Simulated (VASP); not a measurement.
A run of VASP 6.6.1 is set up as follows.

The input INCAR:

```
SYSTEM = Sn
PREC     = Accurate       ! precision mode
ENCUT    = 600            ! plane-wave cutoff, eV
EDIFF    = 1E-6           ! SCF threshold, eV
ISMEAR   = 0              ! smearing method
SIGMA    = 0.1            ! smearing width, eV
LREAL    = .FALSE.        ! projectors in reciprocal space
LASPH    = .TRUE.         ! aspherical terms in the spheres
NELM     = 60             ! most SCF steps
ALGO     = Fast           ! electronic algorithm
ISIF     = 3              ! what is computed and relaxed
LWAVE    = .FALSE.        ! write WAVECAR
LCHARG   = .FALSE.        ! write CHGCAR
GGA      = PS             ! functional
IBRION   = 2              ! ionic algorithm
NSW      = 100            ! ionic steps
EDIFFG   = -0.01          ! ionic threshold
```

Contents of KPOINTS:

```
regular mesh
0
G
  6 6 6
  0 0 0
```

The input POSCAR:

```
Sn
1.0
    6.0226236252      0.0000000000      0.0000000000
    0.0000000000      6.0226236252      0.0000000000
    0.0000000000      0.0000000000      6.0226236252
Sn
8
Direct
    0.5000000000      0.5000000000      0.5000000000
    0.0000000000      0.0000000000      0.0000000000
    0.2500000000      0.0000000000      0.5000000000
    0.5000000000      0.2500000000      0.0000000000
    0.5000000000      0.7500000000      0.0000000000
    0.7500000000      0.0000000000      0.5000000000
    0.0000000000      0.5000000000      0.7500000000
    0.0000000000      0.5000000000      0.2500000000
```

Potentials or basis: VASP PAW PBE potentials, release 64 (Sn_d).

The run is started by

```bash
$ cat potpaw_PBE.64/Sn_d/POTCAR > POTCAR
$ mpirun -np 1 vasp_std > vasp.out
```

What does it give for the relaxed cell?

a = 5.996 Å, b = 5.996 Å, c = 5.996 Å, α = 90.00°, β = 90.00°, γ = 90.00°.

What does it give for the band gap on the k mesh?

Zero (bands 56 and 57 overlap by 1.59 eV).

What does it give for the space group after relaxing (to 0.1 Å)?

Pm-3n (No. 223).

Final structure:
```
Sn
1.0
     5.99637    0.00000    0.00000
     0.00000    5.99637    0.00000
     0.00000    0.00000    5.99637
Sn
8
Direct
  0.50000 0.50000 0.50000
  0.00000 0.00000 0.00000
  0.25000 0.00000 0.50000
  0.50000 0.25000 0.00000
  0.50000 0.75000 0.00000
  0.75000 0.00000 0.50000
  0.00000 0.50000 0.75000
  0.00000 0.50000 0.25000
```

Caveat: spin-orbit coupling is left out, which moves the levels of the heavy elements.
